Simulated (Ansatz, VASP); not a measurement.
Two plane-wave programs on GaN

The input POSCAR:

```
GaN
1.0
    0.0000000000      2.1085153661      2.1085153661
    2.1085153661      0.0000000000      2.1085153661
    2.1085153661      2.1085153661      0.0000000000
Ga N
1 1
Direct
    0.5000000000      0.5000000000      0.5000000000
    0.0000000000      0.0000000000      0.0000000000
```

The input INCAR.step1:

```
PREC = Accurate
ENCUT = 910
ISMEAR = 0
SIGMA = 0.01
LREAL = False
LASPH = True
NELM = 120
NBANDS = 16
GGA = PE
ALGO = Normal
EDIFF = 1E-5
LWAVE = True
LCHARG = False
GGA_COMPAT = False
```

INCAR.step2

```
PREC = Accurate
ENCUT = 910
EDIFF = 1E-6
ISMEAR = 0
SIGMA = 0.01
LREAL = False
LASPH = True
NELM = 120
ALGO = Normal
ISIF = 2
LWAVE = False
LCHARG = False
METAGGA = R2SCAN
LMIXTAU = True
NBANDS = 16
ISTART = 1
GGA_COMPAT = False
```

The input KPOINTS:

```
regular mesh
0
Gamma
  8 8 8
```

Input for Ansatz:

```yaml
crystal:
  lattice:
    - [0.0, 2.1085153661, 2.1085153661]
    - [2.1085153661, 0.0, 2.1085153661]
    - [2.1085153661, 2.1085153661, 0.0]
  atoms:
    - { symbol: Ga, position: [0.5, 0.5, 0.5] }
    - { symbol: "N", position: [0.0, 0.0, 0.0] }
kpoints:
  mp_grid: { grid: [8, 8, 8] }
hamiltonian:
  xc: r2scan
scf:
  occupations: { method: fixed }
  n_extra_bands: 4
output:
  forces: true
  stress: true
  eigenvalues: true
```

Alike in both runs: task single point; functional r2SCAN; k mesh 8 × 8 × 8; no spin polarisation.

|  | VASP | Ansatz |
| --- | --- | --- |
| version | VASP 6.6.1 | Ansatz 0.2.0 |
| potentials or method | VASP PAW PBE potentials, release 64 (Ga_d, N_h) | plane waves, PAW |
| plane-wave cutoff (eV) | 910 | 500 |
| occupations | gaussian, width 0.01 eV | fixed |
| valence electrons in the cell | 18 | 18 |

VASP gave:

- gap on the k mesh at the Fermi level (eV): 1.17

Task: What did Ansatz give for the same quantities?

Result: gap on the k mesh at the Fermi level (eV): 1.19.

VASP's potentials were made for PBE, not for r2SCAN.

Noted on VASP's run: the cutoff is short for stress, so the pressure is rough.
